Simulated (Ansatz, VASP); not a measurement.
# One calculation of As, two programs

File INCAR:

```
PREC = Accurate
ENCUT = 400
EDIFF = 1E-6
ISMEAR = 0
SIGMA = 0.05
LREAL = F
LASPH = T
NELM = 120
ALGO = Normal
ISIF = 2
LWAVE = F
LCHARG = F
LDIPOL = T
IDIPOL = 3
DIPOL = 0.5 0.5 0.371
GGA = PE
IVDW = 12
NBANDS = 38
GGA_COMPAT = F
NELMDL = -8
```

KPOINTS

```
regular mesh
0
Gamma
  9 9 1
```

POSCAR

```
As
1.0
    3.5716243461      0.0000000000      0.0000000000
   -1.7858121731      3.0931174165      0.0000000000
    0.0000000000      0.0000000000     20.2951239530
As
4
Direct
    0.3333333333      0.6666666667      0.2217281358
    0.6666666667      0.3333333333      0.2905900940
    0.8333333333      0.6666666667      0.4517125393
    1.1666666667      0.3333333333      0.5205744975
```

Input for Ansatz:

```yaml
crystal:
  lattice:
    - [3.5716242768, 0.0, 0.0]
    - [-1.7858121384, 3.0931173565, 0.0]
    - [0.0, 0.0, 20.295123926]
  atoms:
    - { symbol: As, position: [0.3333333333, 0.6666666667, 0.2217281361] }
    - { symbol: As, position: [0.6666666667, 0.3333333333, 0.2905900937] }
    - { symbol: As, position: [0.8333333333, 0.6666666667, 0.4517125392] }
    - { symbol: As, position: [1.1666666667, 0.3333333333, 0.5205744968] }
basis:
  ecutwfc: 420
kpoints:
  mp_grid: { grid: [9, 9, 1] }
hamiltonian:
  xc: pbe
  dispersion: d3bj
scf:
  occupations: { method: gaussian, width: 0.05 }
output:
  forces: true
  eigenvalues: true
efield:
  axis: 3
  dipole_correction: true
  ramp_width: 0.04
```

Alike in both runs: task single point; functional PBE; dispersion D3(BJ); k mesh 9 × 9 × 1; occupations gaussian, width 0.05 eV; no spin polarisation.

```csv
,VASP,Ansatz
version,VASP 6.6.1,Ansatz 0.2.0
potentials or method,"VASP PAW PBE potentials, release 64 (As_d), cutoff 400 eV","scalar-relativistic, plane waves, PAW"
valence electrons in the cell,60,60
```

VASP gave:

* gap on the k mesh at the Fermi level (eV): 0.86
* least direct gap on the mesh (eV): 1.53
* rms of the force components (eV/Å): 0.040

**Question.** Estimate Ansatz's values.

**Answer.** gap on the k mesh at the Fermi level (eV): 0.87; least direct gap on the mesh (eV): 1.54; rms of the force components (eV/Å): 0.045.

Atom by atom the forces differ by 0.014 eV/Å (rms over components).
